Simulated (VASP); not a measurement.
A run of VASP 6.6.1 is set up as follows.

The input INCAR:

```
  PREC = Accurate
  ENCUT = 520
  EDIFF = 1E-6
  ISMEAR = 0
  SIGMA = 0.05
  LREAL = Auto
  LASPH = T
  NELM = 60
  ALGO = Normal
  ISIF = 2
  LWAVE = F
  LCHARG = F
  GGA = PS
  NELECT = 128.0
  NBANDS = 80
```

KPOINTS

```
regular mesh
0
Gamma
  4 4 4
```

File POSCAR:

```
Li4Nb4O11
1.0
    5.1950821957      0.0000000000      0.0000000000
    0.0000000000      2.9993821042     -4.7271664166
    0.0000000000      5.9987642083      4.7271664167
Li Nb O
4 4 11
Direct
    0.0000000000      0.2865432153      0.3567283924
    0.5000000000      0.7865432153      0.8567283924
    0.0000000000      0.7134567847      0.6432716076
    0.5000000000      0.2134567847      0.1432716076
    0.0000000000      0.7111568631      0.1444215685
    0.5000000000      0.2111568631      0.6444215685
    0.0000000000      0.2888431369      0.8555784315
    0.5000000000      0.7888431369      0.3555784315
    0.8020967884      0.0253128181      0.7589912829
    0.3020967884      0.5253128181      0.2589912829
    0.3273039138      0.1547135204      0.8883919851
    0.3705992977      0.8526167320      0.5862951967
    0.8705992977      0.3526167320      0.0862951967
    0.1979032116      0.9746871819      0.2410087171
    0.6979032116      0.4746871819      0.7410087171
    0.1726960862      0.3452864796      0.6116080149
    0.7826973382      0.8717200045      0.2275241140
    0.6294007023      0.1473832680      0.4137048033
    0.1294007023      0.6473832680      0.9137048033
```

Potentials or basis: VASP PAW PBE potentials, release 64 (Li_sv, Nb_sv, O).

Command:

```sh
$ cat potpaw_PBE.64/Li_sv/POTCAR potpaw_PBE.64/Nb_sv/POTCAR potpaw_PBE.64/O/POTCAR > POTCAR
$ mpirun -np 1 vasp_std > vasp.out
```

Problem. What does it give for the largest force?

Solution. 23.679 eV/Å.

Forces on the atoms (eV/Å):
```
Li    0.381  -0.363   0.745
Li   -0.371  -0.657  -0.386
Li    0.427   0.952   0.629
Li   -0.244   0.128  -0.433
Nb   17.426 -15.109   5.361
Nb   -0.109   1.367   0.045
Nb    0.671  -1.095  -0.459
Nb   -7.172   3.803   0.306
O    -0.150  -0.102   0.326
O    -0.073   0.715  -0.297
O     0.013  -0.024   0.173
O     0.796  -1.763  -0.143
O    -0.691   2.223   0.247
O     3.915   0.851   0.893
O     0.049  -0.066  -0.469
O    -0.271  -0.006  -0.193
O   -13.381   8.087  -5.002
O    -0.658   0.744  -0.396
O    -0.561   0.315  -0.947
```

Caveat: the cell carries a net charge on a neutralising background, which shifts energy and pressure; the cell differs from its parent crystal (atoms taken out, atom 17 moved 0.333 of the way to it and +0.600 Å across, host rigid); the PAW data sets were made with another functional, which shifts forces and pressure a little.
